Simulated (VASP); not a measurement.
A run of VASP 6.6.1 is set up as follows.

File INCAR:

```
PREC = Accurate
ENCUT = 520
EDIFF = 1E-6
ISMEAR = 0
SIGMA = 0.15
LREAL = F
LASPH = T
NELM = 60
ALGO = Normal
ISIF = 2
LWAVE = F
LCHARG = F
NBANDS = 20
```

KPOINTS

```
regular mesh
0
Gamma
  14 14 14
```

Contents of POSCAR:

```
GaGe
1.0
    0.0000000000      2.8978440000      2.8978440000
    2.6805057000      0.0000000000      2.8978440000
    2.6805057000      2.8978440000      0.0000000000
Ga Ge
1 1
Direct
    0.7500000000      0.7500000000      0.7500000000
    0.0000000000      0.0000000000      0.0000000000
```

Potentials or basis: VASP PAW LDA potentials, release 64 (Ga_d, Ge_d).

The run is started by

```sh
$ cat potpaw_LDA.64/Ga_d/POTCAR potpaw_LDA.64/Ge_d/POTCAR > POTCAR
$ mpirun -np 1 vasp_std > vasp.out
```

Task: What does it give for the pressure?

Result: -0.4 GPa.

Stress tensor (GPa, compression positive):
```
-0.23  0.00  0.00
 0.00 -0.50  0.00
 0.00  0.00 -0.50
```

Caveat: the cell differs from its parent crystal (strain -0.0750 x Voigt [1, 0, 0, 0, 0, 0]).
